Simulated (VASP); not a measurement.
A run of VASP 6.6.1 is set up as follows.

The input INCAR:

```
  PREC = Accurate
  ENCUT = 520
  EDIFF = 1E-7
  ISMEAR = -1
  SIGMA = 0.05
  LREAL = F
  LASPH = T
  NELM = 150
  ALGO = Normal
  ISIF = 2
  LWAVE = F
  LCHARG = T
  ISPIN = 2
  MAGMOM = 0 0 3
  LORBIT = 11
  NUPDOWN = 3.0
  LMAXMIX = 4
  GGA = PE
  LELF = T
  LVHAR = T
  NBANDS = 28
```

File KPOINTS:

```
regular mesh
0
Gamma
  9 9 4
```

Contents of POSCAR:

```
MnPt2
1.0
    2.8584044518      0.0000000000      0.0000000000
   -1.4292022259      2.4754508696      0.0000000000
    0.0000000000      0.0000000000      6.5325040000
Pt Mn
2 1
Direct
    0.6666666667      0.3333333333      0.3162060000
    0.3333333333      0.6666666667      0.6837940000
    0.0000000000      0.0000000000      0.0000000000
```

Potentials or basis: VASP PAW PBE potentials, release 64 (Pt, Mn_pv).

Launch:

```sh
$ cat potpaw_PBE.64/Pt/POTCAR potpaw_PBE.64/Mn_pv/POTCAR > POTCAR
$ mpirun -np 1 vasp_std > vasp.out
```

Problem. What does it give for the pressure?

Solution. -6.5 GPa.

Problem. What does it give for the largest force?

Solution. 0.036 eV/Å.

Forces in eV/Å, atoms in the order of the input:
```
Pt   0.000  0.000 -0.036
Pt   0.000  0.000  0.036
Mn   0.000  0.000  0.000
```

Caveat: the total moment is fixed, so each spin has its own Fermi level.
